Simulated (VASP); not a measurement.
Input of a VASP 6.6.1 run:

The input POSCAR:

```
B
1.0
    2.7912484570      0.0000000000      0.0000000000
   -1.3956242285      2.4172920720      0.0000000000
    0.0000000000      0.0000000000      3.1667648111
B
3
Direct
    0.2254000000      0.0000000000      0.3333333333
    0.0000000000      0.2254000000      0.6666666667
    0.7746000000      0.7746000000      0.0000000000
```

File INCAR.step1:

```
SYSTEM = B
PREC = Accurate ; ENCUT = 550
ISMEAR = 0 ; SIGMA = 0.1
LREAL = .FALSE. ; LASPH = .TRUE.
NELM = 120 ; NBANDS = 12
GGA = PE ; ALGO = Normal
EDIFF = 1E-5 ; LWAVE = .TRUE.
LCHARG = .FALSE. ; GGA_COMPAT = .FALSE.
```

INCAR.step2

```
SYSTEM = B
PREC = Accurate ; ENCUT = 550
EDIFF = 1E-6 ; ISMEAR = 0
SIGMA = 0.1 ; LREAL = .FALSE.
LASPH = .TRUE. ; NELM = 120
ALGO = Normal ; ISIF = 2
LWAVE = .FALSE. ; LCHARG = .FALSE.
METAGGA = R2SCAN ; LMIXTAU = .TRUE.
NBANDS = 12 ; ISTART = 1
GGA_COMPAT = .FALSE.
```

File KPOINTS:

```
Automatic mesh
0
G
  9 9 6
  0 0 0
```

Potentials or basis: VASP PAW PBE potentials, release 64 (B).

The run is started by

```sh
$ cat potpaw_PBE.64/B/POTCAR > POTCAR
$ cp INCAR.step1 INCAR
$ mpirun -np 1 vasp_std > vasp.out
$ cp INCAR.step2 INCAR
$ mpirun -np 1 vasp_std > vasp.out
```

(1) What does it give for the pressure?

(2) Predict the band gap on the k mesh.

(3) What does it give for the largest force?

## Answers

(1) 38.0 GPa.

(2) zero (an odd number of electrons rules out a gap without spin polarisation).

(3) 4.419 eV/Å.

Caveat: the cell stands under pressure; the PAW data sets were made with another functional, which shifts forces and pressure a little.
